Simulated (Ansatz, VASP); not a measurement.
Two plane-wave programs on Cu4Mo

Contents of INCAR:

```
SYSTEM = Cu4Mo
PREC = Accurate ; ENCUT = 520
EDIFF = 1E-6 ; ISMEAR = 0
SIGMA = 0.1 ; LREAL = .False.
LASPH = .True. ; NELM = 60
ALGO = Normal ; ISIF = 2
LWAVE = .False. ; LCHARG = .False.
GGA = PE ; NBANDS = 37
```

KPOINTS

```
regular mesh
0
Gamma
  6 6 4
  0 0 0
```

Contents of POSCAR:

```
Cu4Mo
1.0
    3.8697131700      0.0000000000      0.0000000000
   -1.9348565900      3.3512699100      0.0000000000
    0.0000000000      0.0000000000      5.2184075900
Cu Mo
4 1
Direct
    0.3333333300      0.6666666700      0.4713460900
    0.6666666700      0.3333333300      0.5286539100
    0.3333333300      0.6666666700      0.0201291500
    0.6666666700      0.3333333300      0.9798708500
    0.0000000000      0.0000000000      0.5000000000
```

Input for Ansatz:

```yaml
crystal:
  lattice:
    - [3.86971317, 0.0, 0.0]
    - [-1.93485659, 3.35126991, 0.0]
    - [0.0, 0.0, 5.21840759]
  atoms:
    - { symbol: Cu, position: [0.33333333, 0.66666667, 0.47134609] }
    - { symbol: Cu, position: [0.66666667, 0.33333333, 0.52865391] }
    - { symbol: Cu, position: [0.33333333, 0.66666667, 0.02012915] }
    - { symbol: Cu, position: [0.66666667, 0.33333333, 0.97987085] }
    - { symbol: Mo, position: [0.0, 0.0, 0.5] }
basis:
  ecutwfc: 420
kpoints:
  mp_grid: { grid: [6, 6, 4] }
hamiltonian:
  xc: pbe
scf:
  occupations: { method: gaussian, width: 0.1 }
  lower_state_search: "off"
output:
  forces: true
  stress: true
  eigenvalues: true
```

Alike in both runs: task single point; functional PBE; k mesh 6 × 6 × 4; occupations gaussian, width 0.1 eV; no spin polarisation.

|  | VASP | Ansatz |
| --- | --- | --- |
| version | VASP 6.6.1 | Ansatz 0.2.0 |
| potentials or method | VASP PAW PBE potentials, release 64 (Cu, Mo_sv), cutoff 520 eV | scalar-relativistic, plane waves, PAW |
| valence electrons in the cell | 58 | 90 |

```tsv
	VASP	Ansatz	Ansatz less VASP
gap on the k mesh at the Fermi level (eV)	none	none	-
rms of the force components (eV/Å)	0.205	0.202	-0.0028
```

Atom by atom the forces differ by 0.004 eV/Å (rms over components). A gap of «none» marks a metal or a gap that the smearing closes. VASP's potentials hold 58 valence electrons a cell and Ansatz's 90, so a difference there can come from the potentials and not from the codes.
